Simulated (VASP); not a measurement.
# C in VASP: relaxation of the atoms with PBE+D3(BJ)

Aim: the relaxation of the atoms of C with PBE+D3(BJ).

All numbers are computed with VASP 6.6.1; they aren't measurements. Logs are shortened: lines on timing, memory, paths and dates and some standing lists are left out, and cuts for length are marked.

**1. The cell of the first run**

The cell holds a slab with vacuum, 4 atoms: a = 2.466 Å, b = 2.466 Å, c = 17.500 Å, α = 90.00°, β = 90.00°, γ = 120.00°.

**2. Relaxation of the atoms, PBE+D3(BJ) (layers slid over each other)**

Contents of INCAR:

```
SYSTEM = C
ALGO = Normal
DIPOL = 0.5 0.5 0.356
EDIFF = 1E-6
EDIFFG = -0.003
ENCUT = 520
GGA = PE
IBRION = 2
IDIPOL = 3
ISIF = 2
ISMEAR = 0
IVDW = 12
LASPH = .TRUE.
LCHARG = .FALSE.
LDIPOL = .TRUE.
LREAL = .FALSE.
LWAVE = .FALSE.
NELM = 100
NSW = 40
PREC = Accurate
SIGMA = 0.1
```

Contents of KPOINTS:

```
k-points
0
G
  15 15 1
  0 0 0
```

Contents of POSCAR:

```
C
1.0
    2.4656677093      0.0000000000      0.0000000000
   -1.2328338546      2.1353308736      0.0000000000
    0.0000000000      0.0000000000     17.5000661151
C
4
Selective dynamics
Direct
    0.6666666667      0.3333333333      0.2571384725  F F T
    0.3333333333      0.6666666667      0.2571418857  F F F
    1.3333333333      0.6666666667      0.4545962431  F F T
    1.6666666667      0.3333333333      0.4545964092  F F T
```

Potentials or basis: VASP PAW PBE potentials, release 64 (C).

Run with:

```bash
cat potpaw_PBE.64/C/POTCAR > POTCAR
mpirun -np 1 vasp_std > vasp.out
```

OUTCAR:

```text
SYSTEM = C
   EDIFF = 1E-6
   EDIFFG = -0.003
   ENCUT = 520
   GGA = PE
   IBRION = 2
   ISIF = 2
   ISMEAR = 0
   IVDW = 12
   LASPH = .TRUE.
   LREAL = .FALSE.
   NELM = 100
   NSW = 40
   PREC = Accurate
 IVDW          = 12

 ion  position               nearest neighbor table
   1  0.667  0.333  0.257-   2 1.42   2 1.42   2 1.42
   2  0.333  0.667  0.257-   1 1.42   1 1.42   1 1.42
   3  0.333  0.667  0.455-   4 1.42   4 1.42   4 1.42
   4  0.667  0.333  0.455-   3 1.42   3 1.42   3 1.42

  LATTYP: Found a hexagonal cell.
 ALAT       =     2.4656677093
 C/A-ratio  =     7.0974957611

  Lattice vectors:

 A1 = (   2.4656677093,   0.0000000000,   0.0000000000)
 A2 = (  -1.2328338546,   2.1353308736,   0.0000000000)
 A3 = (   0.0000000000,   0.0000000000,  17.5000661151)

Analysis of symmetry for initial positions (statically):
=====================================================================
 Subroutine PRICEL returns:
 Original cell was already a primitive cell.

 Routine SETGRP: Setting up the symmetry group for a
 hexagonal supercell.

 Subroutine GETGRP returns: Found 24 space group operations
 (whereof 12 operations were pure point group operations)
 out of a pool of 24 trial point group operations.

The static configuration has the point symmetry C_6v.
 The point group associated with its full space group is D_6h.

Analysis of symmetry for dynamics (positions and initial velocities):
=====================================================================
 Subroutine PRICEL returns:
 Original cell was already a primitive cell.

 Routine SETGRP: Setting up the symmetry group for a
 hexagonal supercell.

 Subroutine GETGRP returns: Found 24 space group operations
 (whereof 12 operations were pure point group operations)
 out of a pool of 24 trial point group operations.

The dynamic configuration has the point symmetry C_6v.
 The point group associated with its full space group is D_6h.

Analysis of constrained symmetry for selective dynamics:
=====================================================================
 Subroutine PRICEL returns:
 Original cell was already a primitive cell.

 Routine SETGRP: Setting up the symmetry group for a
 hexagonal supercell.

 Subroutine GETGRP returns: Found  6 space group operations
 (whereof  6 operations were pure point group operations)
 out of a pool of 24 trial point group operations.

The constrained configuration has the point symmetry C_3v.

 Subroutine INISYM returns: Found  6 space group operations
 (whereof  6 operations are pure point group operations),
 and found     1 'primitive' translations

----------------------------------------------------------------------------------------

                                     Primitive cell

  volume of cell :      92.1381

  direct lattice vectors                    reciprocal lattice vectors
     2.465667709  0.000000000  0.000000000     0.405569654  0.234155749  0.000000000
    -1.232833855  2.135330874  0.000000000     0.000000000  0.468311498  0.000000000
     0.000000000  0.000000000 17.500066115     0.000000000  0.000000000  0.057142641

  length of vectors
     2.465667709  2.465667709 17.500066115     0.468311498  0.468311498  0.057142641

  position of ions in fractional coordinates (direct lattice)
     0.666666667  0.333333333  0.257138473
     0.333333333  0.666666667  0.257141886
     0.333333333  0.666666667  0.454596243
     0.666666667  0.333333333  0.454596409

  ion indices of the primitive-cell ions
   primitive index   ion index
                 1           1
                 2           2
                 3           3
                 4           4

----------------------------------------------------------------------------------------

 KPOINTS: k-points

Automatic generation of k-mesh.
 Grid dimensions read from file:
 generate k-points for:   15   15    1

 Generating k-lattice:

  Cartesian coordinates                     Fractional coordinates (reciprocal lattice)
     0.027037977  0.015610383  0.000000000     0.066666667  0.000000000  0.000000000
[... 38 lines left out ...]
  0.333333  0.200000  0.000000     12.000000
  0.400000  0.200000  0.000000      6.000000
 [... further k-points ...]
   k-points           NKPTS =     27   k-points in BZ     NKDIM =     27   number of bands    NBANDS=     12
   number of dos      NEDOS =    301   number of ions     NIONS =      4
   total plane-waves  NPLWV =  45360
   dimension x,y,z NGX =    18 NGY =   18 NGZ =  140
   dimension x,y,z NGXF=    36 NGYF=   36 NGZF=  280
   ions per type =               4
   NGX,Y,Z   is equivalent  to a cutoff of  12.14, 12.14, 13.30 a.u.
   NGXF,Y,Z  is equivalent  to a cutoff of  24.27, 24.27, 26.60 a.u.
 SYSTEM =  C
   PREC   = accura    normal or accurate (medium, high low for compatibility)
   ISTART =      0    job   : 0-new  1-cont  2-samecut
   ICHARG =      2    charge: 1-file 2-atom 10-const
   ISPIN  =      1    spin polarized calculation?
   LNONCOLLINEAR =      F non collinear calculations
   LSORBIT =      F    spin-orbit coupling
   LASPH  =      T    aspherical Exc in radial PAW
   ENCUT  =  520.0 eV  38.22 Ry    6.18 a.u.   4.58  4.58 32.54*2*pi/ulx,y,z
   NELM   =    100;   NELMIN=  2; NELMDL= -5     # of ELM steps
   EDIFF  = 0.1E-05   stopping-criterion for ELM
   LREAL  =      F    real-space projection
   EDIFFG = -.3E-02   stopping-criterion for IOM
   NSW    =     40    number of steps for IOM
   IBRION =      2    ionic relax: 0-MD 1-quasi-New 2-CG
   NFREE  =      1    steps in history (QN), initial steepest desc. (CG)
   ISIF   =      2    stress and relaxation
   ISYM   =      2    0-nonsym 1-usesym 2-fastsym
   POTIM  = 0.5000    time-step for ionic-motion
   TEBEG  =    0.0;   TEEND  =   0.0 temperature during run
   PSTRESS=    0.0 pullay stress
   NELECT =      16.0000    total number of electrons
   NUPDOWN=      -1.0000    fix difference up-down
   EMIN   =  10.00;   EMAX   =-10.00  energy-range for DOS
   EFERMI =   0.00;   METHOD = LEGACY
   ISMEAR =     0;   SIGMA  =   0.10  broadening in eV -4-tet -1-fermi 0-gaus
   EFERMI_NEDOS =   21; number of points for ismear=-14 and -15
   IALGO  =     38    algorithm
   IMIX   =      4    mixing-type and parameters
     AMIX     =   0.40;   BMIX     =  1.00
     AMIX_MAG =   1.60;   BMIX_MAG =  1.00
  volume/ion in A,a.u.               =      23.03       155.44
  Fermi-wavevector in a.u.,A,eV,Ry     =   0.913345  1.725972 11.349976  0.834200
  Thomas-Fermi vector in A             =   2.037846
   LORBIT       =      0    0 simple, 1 ext, 2 COOP (PROOUT), +10 PAW based schemes
   GGA     = PE    functional components
   LHFCALC =     F    Hartree Fock is set to
   AEXX    =    0.0000 exact exchange contribution
   IVDW    =    12    specifies the selected vdW correction
   LEPSILON=     F    determine dielectric tensor
   LRPA    =     F    only Hartree local field effects (RPA)
 conjugate gradient relaxation of ions
 non-spin polarized calculation
 Gauss-broadening in eV      SIGMA  =   0.10
  energy-cutoff  :      520.00
  volume of cell :       92.14
 maximum number of plane-waves:      2521
   NGX =  9   NGY =  9   NGZ = 65

--------------------------------------- Ionic step        1  -------------------------------------------

 number of electron      15.9999996 magnetization

 Free energy of the ion-electron system (eV)
  ---------------------------------------------------
  ext. energy  EPLUGINS =         0.00000000
  ---------------------------------------------------
  free energy    TOTEN  =       -36.86707812 eV

  energy without entropy =      -36.86707746  energy(sigma->0) =      -36.86707779

------------------------ aborting loop because EDIFF is reached ----------------------------------------

 Edisp (eV)   -0.46980

 E8    (eV) :    -0.1400
[... 111 lines left out ...]
  FREE ENERGIE OF THE ION-ELECTRON SYSTEM (eV)
  ---------------------------------------------------
  free  energy   TOTEN  =       -37.3369880036 eV

  energy  without entropy=      -37.3369872570  energy(sigma->0) =      -37.33698763

[... ionic steps 4 to 18 ...]

--------------------------------------- Ionic step       19  -------------------------------------------

 number of electron      15.9999997 magnetization

------------------------ aborting loop because EDIFF is reached ----------------------------------------
[... 73 lines left out ...]
  FREE ENERGIE OF THE ION-ELECTRON SYSTEM (eV)
  ---------------------------------------------------
  free  energy   TOTEN  =       -37.3390877201 eV

  energy  without entropy=      -37.3390776294  energy(sigma->0) =      -37.33908267

 dipolmoment           0.000000      0.000000      0.000002 electrons x Angstroem

--------------------------------------- Ionic step       21  -------------------------------------------

 number of electron      15.9999997 magnetization

 dipolmoment           0.000000      0.000000     -0.000004 electrons x Angstroem

 Free energy of the ion-electron system (eV)
  ---------------------------------------------------
  ext. energy  EPLUGINS =         0.00000000
  ---------------------------------------------------
  free energy    TOTEN  =       -36.87987483 eV

  energy without entropy =      -36.87986472  energy(sigma->0) =      -36.87986978

 E-fermi :  -0.8227     XC(G=0):  -4.4867

 val. band max:       -1.0527248564   @ k =   0.3333   0.3333   0.0000
 cond. band min:      -0.5927202188   @ k =   0.3333   0.3333   0.0000
 fundamental gap:      0.4600046375
 Fermi energy:        -0.8227225321

 k-point     1 :       0.0000    0.0000    0.0000
  band No.  band energies     occupation
      1     -20.3902      2.00000
      2     -20.2988      2.00000
      3      -8.7893      2.00000
      4      -8.0835      2.00000
      5      -3.8664      2.00000
      6      -3.8664      2.00000
      7      -3.8570      2.00000
      8      -3.8570      2.00000
      9       2.5281      0.00000
     10       3.0106      0.00000
     11       3.8716      0.00000
     12       5.5314      0.00000
[... 331 lines left out ...]
 k-point    24 :       0.4000    0.2000    0.0000
  band No.  band energies     occupation
      1     -14.5244      2.00000
      2     -14.4625      2.00000
      3     -13.5303      2.00000
      4     -13.4779      2.00000
      5      -9.6803      2.00000
      6      -9.6487      2.00000
      7      -2.5656      2.00000
      8      -2.0824      2.00000
      9       0.2183      0.00000
     10       0.7327      0.00000
     11       9.7824      0.00000
     12      10.0394      0.00000

 [... further k-points ...]

------------------------ aborting loop because EDIFF is reached ----------------------------------------

 vacuum level on the upper side and lower side of the slab       (xc-potential included)        -0.108        -0.105

 Edisp (eV)   -0.45921

 E8    (eV) :    -0.1364

  FORCE on cell =-STRESS in cart. coord.  units (eV):
  Direction    XX          YY          ZZ          XY          YZ          ZX
  --------------------------------------------------------------------------------------
  -------------------------------------------------------------------------------------
  Total       0.10774     0.10774    -0.02692     0.00000    -0.00000    -0.00000
  in kB       1.87354     1.87354    -0.46819     0.00000    -0.00000    -0.00000
  external pressure =        1.09 kB  Pullay stress =        0.00 kB
[... 19 lines left out ...]
  FREE ENERGIE OF THE ION-ELECTRON SYSTEM (eV)
  ---------------------------------------------------
  free  energy   TOTEN  =       -37.3390880494 eV

  energy  without entropy=      -37.3390779403  energy(sigma->0) =      -37.33908299

 reached required accuracy - stopping structural energy minimisation

 vacuum level on the upper side and lower side of the slab         3.321         3.325
```

Wall time 9.7 min (1 thread of Intel Xeon 8259CL, shared host); peak memory 0.21 GiB.

What came out:

- Free energy: -37.3391 eV
- Energy gained by relaxing: 0.6 meV/atom
- Ionic steps: 21
- Dispersion energy per atom: -0.115 eV

Step by step:
```csv
step,energy change (eV),largest force on free atoms (eV/Å),pressure (GPa)
1,0.0000,0.0207,0.17
2,-0.0001,0.0192,0.17
3,-0.0001,0.0298,0.16
4,-0.0001,0.0278,0.16
5,-0.0003,0.0198,0.16
6,-0.0005,0.0193,0.16
7,-0.0009,0.0255,0.15
8,-0.0013,0.0861,0.14
9,-0.0013,0.1147,0.14
10,-0.0013,0.1120,0.14
11,-0.0014,0.1065,0.13
12,-0.0016,0.0951,0.13
13,-0.0019,0.0719,0.13
14,-0.0022,0.0263,0.11
15,-0.0022,0.0299,0.11
16,-0.0022,0.0069,0.11
17,-0.0022,0.0068,0.11
18,-0.0022,0.0074,0.11
19,-0.0022,0.0062,0.11
20,-0.0022,0.0032,0.11
21,-0.0022,0.0005,0.11
```

Final structure:
```yaml
crystal:
  lattice:
    - [2.46567, 0.00000, 0.00000]
    - [-1.23283, 2.13533, 0.00000]
    - [0.00000, 0.00000, 17.50007]
  atoms:
    - { symbol: C, position: [0.66667, 0.33333, 0.25714] }
    - { symbol: C, position: [0.33333, 0.66667, 0.25714] }
    - { symbol: C, position: [0.33333, 0.66667, 0.46129] }
    - { symbol: C, position: [0.66667, 0.33333, 0.46129] }
```

Caveat: the cell differs from its parent crystal (layers slid over each other).
